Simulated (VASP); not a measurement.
# B2Ir (P4/mmm) in VASP: a series of runs

B2Ir is run at these levels: PBE; tasks: single point, relaxation of cell and atoms.

Program: VASP 6.6.1. These are calculated values, not measurements. Logs are shortened: lines on timing, memory, paths and dates and some standing lists are left out, and cuts for length are marked.

**1. The cell of the first run**

Symmetry: P4/mmm, No. 123, tetragonal system. The conventional cell has a = 2.695 Å, b = 2.695 Å, c = 4.202 Å, α = 90.00°, β = 90.00°, γ = 90.00°. Within 2.3 Å of B (site symmetry 4mm) lie 1 B at 1.67 Å and 4 Ir at 2.29 Å. Within 3.0 Å of Ir (site symmetry 4/mmm) lie 8 B at 2.29 Å and 4 Ir at 2.70 Å.

The cell was built from a structure type or drawn by symmetry, and may not be a known phase.

**2. Single point, PBE, collinear spin**

INCAR reads:

```
SYSTEM = B2Ir
ALGO = Normal
EDIFF = 1E-6
ENCUT = 500
GGA = PE
GGA_COMPAT = .False.
ISIF = 2
ISMEAR = 0
ISPIN = 2
LASPH = .True.
LCHARG = .False.
LMAXMIX = 4
LORBIT = 11
LREAL = .False.
LWAVE = .False.
MAGMOM = 0 0 1
NBANDS = 18
NELM = 200
PREC = Accurate
SIGMA = 0.1
```

KPOINTS reads:

```
k-points
0
Gamma
  6 6 4
  0 0 0
```

POSCAR reads:

```
B2Ir
1.0
    2.6952009000      0.0000000000      0.0000000000
    0.0000000000      2.6952009000      0.0000000000
    0.0000000000      0.0000000000      4.2016075998
B Ir
2 1
Direct
    0.5000000000      0.5000000000      0.3013245929
    0.5000000000      0.5000000000      0.6986754071
    0.0000000000      0.0000000000      0.0000000000
```

Potentials or basis: VASP PAW PBE potentials, release 64 (B, Ir).

Started as:

```console
$ cat potpaw_PBE.64/B/POTCAR potpaw_PBE.64/Ir/POTCAR > POTCAR
$ mpirun -np 1 vasp_std > vasp.out
```

OUTCAR:

```text
SYSTEM = B2Ir
   EDIFF = 1E-6
   ENCUT = 500
   GGA = PE
   ISIF = 2
   ISMEAR = 0
   ISPIN = 2
   LASPH = .True.
   LORBIT = 11
   LREAL = .False.
   NELM = 200
   PREC = Accurate

 ion  position               nearest neighbor table
   1  0.500  0.500  0.301-   2 1.67   3 2.29   3 2.29   3 2.29   3 2.29
   2  0.500  0.500  0.699-   1 1.67   3 2.29   3 2.29   3 2.29   3 2.29
   3  0.000  0.000  0.000-   1 2.29   2 2.29   1 2.29   2 2.29   1 2.29   2 2.29   1 2.29   2 2.29

  LATTYP: Found a simple tetragonal cell.
 ALAT       =     2.6952009000
 C/A-ratio  =     1.5589218599

  Lattice vectors:

 A1 = (   2.6952009000,   0.0000000000,   0.0000000000)
 A2 = (   0.0000000000,   2.6952009000,   0.0000000000)
 A3 = (   0.0000000000,   0.0000000000,   4.2016075998)

Analysis of symmetry for initial positions (statically):
=====================================================================
 Subroutine PRICEL returns:
 Original cell was already a primitive cell.

 Routine SETGRP: Setting up the symmetry group for a
 simple tetragonal supercell.

 Subroutine GETGRP returns: Found 16 space group operations
 (whereof 16 operations were pure point group operations)
 out of a pool of 16 trial point group operations.

The static configuration has the point symmetry D_4h.

Analysis of symmetry for dynamics (positions and initial velocities):
=====================================================================
 Subroutine PRICEL returns:
 Original cell was already a primitive cell.

 Routine SETGRP: Setting up the symmetry group for a
 simple tetragonal supercell.

 Subroutine GETGRP returns: Found 16 space group operations
 (whereof 16 operations were pure point group operations)
 out of a pool of 16 trial point group operations.

The dynamic configuration has the point symmetry D_4h.

Analysis of structural, dynamic, and magnetic symmetry:
=====================================================================
 Subroutine PRICEL returns:
 Original cell was already a primitive cell.

 Routine SETGRP: Setting up the symmetry group for a
 simple tetragonal supercell.

 Subroutine GETGRP returns: Found 16 space group operations
 (whereof 16 operations were pure point group operations)
 out of a pool of 16 trial point group operations.

The overall configuration has the point symmetry D_4h.

 Subroutine INISYM returns: Found 16 space group operations
 (whereof 16 operations are pure point group operations),
 and found     1 'primitive' translations

----------------------------------------------------------------------------------------

                                     Primitive cell

  volume of cell :      30.5209

  direct lattice vectors                    reciprocal lattice vectors
     2.695200900  0.000000000  0.000000000     0.371029855  0.000000000  0.000000000
     0.000000000  2.695200900  0.000000000     0.000000000  0.371029855  0.000000000
     0.000000000  0.000000000  4.201607600     0.000000000  0.000000000  0.238004139

  length of vectors
     2.695200900  2.695200900  4.201607600     0.371029855  0.371029855  0.238004139

  position of ions in fractional coordinates (direct lattice)
     0.500000000  0.500000000  0.301324593
     0.500000000  0.500000000  0.698675407
     0.000000000  0.000000000  0.000000000

  ion indices of the primitive-cell ions
   primitive index   ion index
                 1           1
                 2           2
                 3           3

----------------------------------------------------------------------------------------

 KPOINTS: k-points

Automatic generation of k-mesh.
 Grid dimensions read from file:
 generate k-points for:    6    6    4

 Generating k-lattice:

  Cartesian coordinates                     Fractional coordinates (reciprocal lattice)
     0.061838309  0.000000000  0.000000000     0.166666667  0.000000000  0.000000000
     0.000000000  0.061838309  0.000000000     0.000000000  0.166666667  0.000000000
     0.000000000  0.000000000  0.059501035     0.000000000  0.000000000  0.250000000

  Length of vectors
     0.061838309  0.061838309  0.059501035

  Shift w.r.t. Gamma in fractional coordinates (k-lattice)
     0.000000000  0.000000000  0.000000000

 Subroutine IBZKPT returns following result:
 ===========================================

 Found     30 irreducible k-points:

 Following reciprocal coordinates:
            Coordinates               Weight
  0.000000  0.000000  0.000000      1.000000
  0.166667  0.000000  0.000000      4.000000
  0.333333  0.000000  0.000000      4.000000
  0.500000  0.000000  0.000000      2.000000
  0.166667  0.166667  0.000000      4.000000
  0.333333  0.166667  0.000000      8.000000
[... 16 lines left out ...]
  0.333333  0.000000  0.500000      4.000000
  0.500000  0.000000  0.500000      2.000000
 [... further k-points ...]
   k-points           NKPTS =     30   k-points in BZ     NKDIM =     30   number of bands    NBANDS=     18
   number of dos      NEDOS =    301   number of ions     NIONS =      3
   total plane-waves  NPLWV =  12800
   dimension x,y,z NGX =    20 NGY =   20 NGZ =   32
   dimension x,y,z NGXF=    40 NGYF=   40 NGZF=   64
   ions per type =               2   1
   NGX,Y,Z   is equivalent  to a cutoff of  12.34, 12.34, 12.66 a.u.
   NGXF,Y,Z  is equivalent  to a cutoff of  24.67, 24.67, 25.32 a.u.
 SYSTEM =  B2Ir
   PREC   = accura    normal or accurate (medium, high low for compatibility)
   ISTART =      0    job   : 0-new  1-cont  2-samecut
   ICHARG =      2    charge: 1-file 2-atom 10-const
   ISPIN  =      2    spin polarized calculation?
   LNONCOLLINEAR =      F non collinear calculations
   LSORBIT =      F    spin-orbit coupling
   LASPH  =      T    aspherical Exc in radial PAW
   ENCUT  =  500.0 eV  36.75 Ry    6.06 a.u.   4.91  4.91  7.66*2*pi/ulx,y,z
   NELM   =    200;   NELMIN=  2; NELMDL= -5     # of ELM steps
   EDIFF  = 0.1E-05   stopping-criterion for ELM
   LREAL  =      F    real-space projection
   EDIFFG = 0.1E-04   stopping-criterion for IOM
   NSW    =      0    number of steps for IOM
   IBRION =     -1    ionic relax: 0-MD 1-quasi-New 2-CG
   NFREE  =      0    steps in history (QN), initial steepest desc. (CG)
   ISIF   =      2    stress and relaxation
   ISYM   =      2    0-nonsym 1-usesym 2-fastsym
   POTIM  = 0.5000    time-step for ionic-motion
   TEBEG  =    0.0;   TEEND  =   0.0 temperature during run
   PSTRESS=    0.0 pullay stress
   NELECT =      15.0000    total number of electrons
   NUPDOWN=      -1.0000    fix difference up-down
   EMIN   =  10.00;   EMAX   =-10.00  energy-range for DOS
   EFERMI =   0.00;   METHOD = LEGACY
   ISMEAR =     0;   SIGMA  =   0.10  broadening in eV -4-tet -1-fermi 0-gaus
   EFERMI_NEDOS =   21; number of points for ismear=-14 and -15
   IALGO  =     38    algorithm
   IMIX   =      4    mixing-type and parameters
     AMIX     =   0.40;   BMIX     =  1.00
     AMIX_MAG =   1.60;   BMIX_MAG =  1.00
  volume/ion in A,a.u.               =      10.17        68.66
  Fermi-wavevector in a.u.,A,eV,Ry     =   1.291931  2.441396 22.709290  1.669086
  Thomas-Fermi vector in A             =   2.423670
   LORBIT       =     11    0 simple, 1 ext, 2 COOP (PROOUT), +10 PAW based schemes
   GGA     = PE    functional components
   LHFCALC =     F    Hartree Fock is set to
   AEXX    =    0.0000 exact exchange contribution
   IVDW    =     0    specifies the selected vdW correction
   LEPSILON=     F    determine dielectric tensor
   LRPA    =     F    only Hartree local field effects (RPA)
 spin polarized calculation
 Gauss-broadening in eV      SIGMA  =   0.10
  energy-cutoff  :      500.00
  volume of cell :       30.52
 maximum number of plane-waves:       790
 NGX is ok and might be reduce to    20
   NGX =  9   NGY =  9   NGZ = 15

 number of electron      15.0000000 magnetization       0.0000490

 number of electron      15.0000000 magnetization      -0.0000560

 Free energy of the ion-electron system (eV)
  ---------------------------------------------------
  ext. energy  EPLUGINS =         0.00000000
  ---------------------------------------------------
  free energy    TOTEN  =       -21.64126017 eV

  energy without entropy =      -21.62941330  energy(sigma->0) =      -21.63533674

 E-fermi :   7.8722     XC(G=0): -12.5009

 val. band max:        7.8372812466   @ k =   0.1667   0.1667   0.2500
 cond. band min:       7.8793555770   @ k =   0.1667   0.0000   0.5000
 fundamental gap:      0.0420743304
 Fermi energy:         7.8721729670

 spin component 1

 k-point     1 :       0.0000    0.0000    0.0000
  band No.  band energies     occupation
      1      -5.6554      1.00000
      2      -0.3648      1.00000
      3       1.0544      1.00000
      4       2.7724      1.00000
      5       5.1909      1.00000
      6       5.1909      1.00000
[... 10 lines left out ...]
     17      23.3272      0.00000
     18      25.0247      0.00000
[... 466 lines left out ...]
      2      -0.0435      1.00000
      3       0.6904      1.00000
      4       3.1519      1.00000
      5       3.7066      1.00000
      6       4.5391      1.00000
[... 10 lines left out ...]
     17      24.5400      0.00000
     18      25.2650      0.00000

 [... further k-points ...]

 spin component 2

 k-point     1 :       0.0000    0.0000    0.0000
  band No.  band energies     occupation
      1      -5.6555      1.00000
      2      -0.3648      1.00000
      3       1.0544      1.00000
      4       2.7723      1.00000
      5       5.1909      1.00000
      6       5.1909      1.00000
[... 10 lines left out ...]
     17      23.3273      0.00000
     18      25.0247      0.00000
[... 466 lines left out ...]
      2      -0.0435      1.00000
      3       0.6904      1.00000
      4       3.1519      1.00000
      5       3.7066      1.00000
      6       4.5392      1.00000
[... 10 lines left out ...]
     17      24.5400      0.00000
     18      25.2650      0.00000

 [... further k-points ...]

------------------------ aborting loop because EDIFF is reached ----------------------------------------

  FORCE on cell =-STRESS in cart. coord.  units (eV):
  Direction    XX          YY          ZZ          XY          YZ          ZX
  --------------------------------------------------------------------------------------
  -------------------------------------------------------------------------------------
  Total       -0.0573342     -0.0573342      0.4432974      0.0000000      0.0000000      0.0000000
  in kB       -3.0097230     -3.0097230     23.2706206      0.0000000      0.0000000      0.0000000
  external PRESSURE =       5.7503915 kB  Pullay stress =       0.0000000 kB

 VOLUME and BASIS-vectors are now :
 -----------------------------------------------------------------------------
  energy-cutoff  :      500.00
  volume of cell :       30.52
      direct lattice vectors                 reciprocal lattice vectors
     2.695200900  0.000000000  0.000000000     0.371029855  0.000000000  0.000000000
     0.000000000  2.695200900  0.000000000     0.000000000  0.371029855  0.000000000
     0.000000000  0.000000000  4.201607600     0.000000000  0.000000000  0.238004139

 POSITION                                       TOTAL-FORCE (eV/Angst)
 -----------------------------------------------------------------------------------
      1.34760      1.34760      1.26605        -0.000000      0.000000     -0.007162
      1.34760      1.34760      2.93556         0.000000     -0.000000      0.007162
      0.00000      0.00000      0.00000         0.000000      0.000000      0.000000
 -----------------------------------------------------------------------------------
    total drift:                                0.000000      0.000000      0.000000

  FREE ENERGIE OF THE ION-ELECTRON SYSTEM (eV)
  ---------------------------------------------------
  free  energy   TOTEN  =       -21.6412601717 eV

  energy  without entropy=      -21.6294133045  energy(sigma->0) =      -21.63533674

 total charge

# of ion       s       p       d       tot
------------------------------------------
    1        0.707   1.049   0.000   1.757
    2        0.707   1.049   0.000   1.757
    3        0.702   0.896   7.169   8.767
--------------------------------------------------
tot          2.117   2.994   7.169  12.280

 magnetization (x)

# of ion       s       p       d       tot
------------------------------------------
    1        0.000  -0.000   0.000   0.000
    2        0.000  -0.000   0.000   0.000
    3       -0.000  -0.000  -0.000  -0.000
--------------------------------------------------
tot         -0.000  -0.000  -0.000  -0.000
```

It took 21 s on 1 thread of AMD EPYC 7R43 (Zen 3), shared host; peak memory 0.13 GiB.

What came out:

```yaml
Free_energy: -21.6413 eV
Pressure: 0.6 GPa
Largest_force: 0.007 eV/Å
Net_moment: 0.00 μB per cell
Valence_electrons_inside_the_program's_atomic_spheres: B 1.76; Ir 8.77
```

Forces in eV/Å, atoms in the order of the input:
```
B    0.000  0.000 -0.007
B    0.000  0.000  0.007
Ir   0.000  0.000  0.000
```

Caveat: the k points lie up to 0.39 Å⁻¹ apart; spin-orbit coupling is left out, which moves the levels of the heavy elements.

**3. Relaxation of cell and atoms, PBE**

This run uses another cell than the first one, of 8.75 Å³/atom.

INCAR reads:

```
SYSTEM = B2Ir
PREC     = Accurate       ! precision mode
ENCUT    = 500            ! plane-wave cutoff, eV
EDIFF    = 1E-7           ! SCF threshold, eV
ISMEAR   = 0              ! smearing method
SIGMA    = 0.1            ! smearing width, eV
LREAL    = .FALSE.        ! projectors in reciprocal space
LASPH    = .TRUE.         ! aspherical terms in the spheres
NELM     = 120            ! most SCF steps
ALGO     = Normal         ! electronic algorithm
ISIF     = 3              ! what is computed and relaxed
LWAVE    = .FALSE.        ! write WAVECAR
LCHARG   = .FALSE.        ! write CHGCAR
GGA      = PE             ! functional
IBRION   = 2              ! ionic algorithm
NSW      = 90             ! ionic steps
EDIFFG   = -0.04          ! ionic threshold
GGA_COMPAT= .FALSE.      
NELMIN   = 4
```

KPOINTS reads:

```
regular mesh
0
G
  8 8 4
  0 0 0
```

POSCAR reads:

```
B2Ir
1.0
    2.3952604900      0.0000000000      0.0000000000
    0.0000000000      2.3952604900      0.0000000000
    0.0000000000      0.0000000000      4.5763394900
B Ir
2 1
Direct
    0.5000000000      0.5000000000      0.2700000100
    0.5000000000      0.5000000000      0.7299999900
    0.0000000000      0.0000000000      0.0000000000
```

Potentials or basis: VASP PAW PBE potentials, release 64 (B, Ir).

Started as:

```console
$ cat potpaw_PBE.64/B/POTCAR potpaw_PBE.64/Ir/POTCAR > POTCAR
$ mpirun -np 1 vasp_std > vasp.out
```

Wall time 90 s (1 thread of AMD EPYC 7R43 (Zen 3), shared host); peak memory 0.12 GiB.

It converged, with:

```
Free energy                           : -21.6563 eV
Relaxed volume                        : 10.20 Å³/atom
Relaxed cell                          : a = 2.696 Å, b = 2.696 Å, c = 4.213 Å, α = 90.00°, β = 90.00°, γ = 90.00°
Space group after relaxing (to 0.1 Å) : P4/mmm (No. 123)
Pressure after relaxing               : -0.2 GPa
Largest force after relaxing          : 0.023 eV/Å
Band gap on the k mesh                : zero (an odd number of electrons rules out a gap without spin polarisation)
```

Forces on the atoms (eV/Å):
```
B    0.000  0.000  0.023
B    0.000  0.000 -0.023
Ir   0.000  0.000  0.000
```

Stress tensor (GPa, compression positive):
```
-0.09  0.00  0.00
 0.00 -0.09  0.00
 0.00  0.00 -0.53
```

Final structure:
```xyz
3
Lattice="2.6957 0.0000 0.0000 0.0000 2.6957 0.0000 0.0000 0.0000 4.2127" Properties=species:S:1:pos:R:3 pbc="T T T"
B     1.3479    1.3479    1.2705
B     1.3479    1.3479    2.9422
Ir    0.0000    0.0000    0.0000
```

Levels at points of the mesh, in eV from the Fermi level:
| k point | band 3 | band 4 | band 5 | band 6 | band 7 | band 8 | band 9 | band 10 | band 11 |
| --- | --- | --- | --- | --- | --- | --- | --- | --- | --- |
| (0.00, 0.00, 0.00) | -6.60 | -4.95 | -2.47 | -2.47 | -0.82 | -0.74 | 2.44 | 2.44 | 9.81 |
| (0.50, 0.00, 0.00) | -7.58 | -4.60 | -4.09 | -3.71 | -1.40 | -0.20 | 1.40 | 6.09 | 6.28 |
| (0.50, 0.50, 0.00) | -6.00 | -3.81 | -3.61 | -3.61 | -2.40 | 0.58 | 1.19 | 6.30 | 7.05 |
| (0.00, 0.00, 0.50) | -6.58 | -3.88 | -2.87 | -2.87 | -0.81 | 0.24 | 5.10 | 5.10 | 6.02 |
| (0.50, 0.00, 0.50) | -6.98 | -4.53 | -3.94 | -3.15 | -2.99 | -1.47 | 2.05 | 4.25 | 7.28 |
| (0.50, 0.50, 0.50) | -6.96 | -4.81 | -1.55 | -1.05 | -1.05 | 1.19 | 2.76 | 3.30 | 3.30 |

Caveat: the volume moved by over 15 % at a fixed basis, so the end points are rough; spin-orbit coupling is left out, which moves the levels of the heavy elements.
